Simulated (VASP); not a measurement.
# KF: single point with r2SCAN

Crystal: KF.

```
K F
1.0
     0.00000    2.93540    2.93540
     2.93540    0.00000    2.93540
     2.93540    2.93540    0.00000
K F
1 1
Direct
  0.00000 0.00000 0.00000
  0.25000 0.25000 0.25000
```

```json
{
 "Program": "VASP 6.6.1",
 "Task": "single point",
 "Functional": "r2SCAN",
 "Potentials or basis": "VASP PAW PBE potentials, release 64 (K_sv, F)",
 "Cutoff": "520 eV",
 "k mesh": "4 × 4 × 4",
 "Occupations": "gaussian, width 0.01 eV",
 "Spin": "no spin polarisation",
 "Dipole correction": "no",
 "Further INCAR settings": "ALGO = Normal; EDIFF = 1e-06; NBANDS = 15"
}
```

The pressure is 0.0 GPa. The band gap on the k mesh is 5.74 eV (least direct gap 5.95 eV).

Levels at points of the mesh, in eV from the valence-band top:
| k point | band 4 | band 5 | band 6 | band 7 | band 8 | band 9 | band 10 | band 11 | band 12 | band 13 |
| --- | --- | --- | --- | --- | --- | --- | --- | --- | --- | --- |
| (0.00, 0.00, 0.00) | -9.85 | -9.85 | -0.21 | -0.21 | -0.21 | 5.74 | 12.64 | 12.64 | 12.76 | 12.76 |
| (0.50, 0.00, 0.00) | -9.90 | -9.90 | -0.26 | -0.12 | -0.12 | 8.56 | 9.87 | 11.70 | 11.70 | 13.92 |
| (0.50, 0.50, 0.00) | -9.98 | -9.88 | -0.43 | 0.00 | 0.00 | 8.82 | 8.94 | 13.28 | 13.81 | 13.89 |

Run time: 64 s on 1 thread of Intel Xeon 8259CL, with other jobs on the host, peak memory 0.18 GiB.

Caveat: the k points lie up to 0.46 Å⁻¹ apart; the PAW data sets were made with another functional, which shifts forces and pressure a little. A k mesh can miss the band edges.
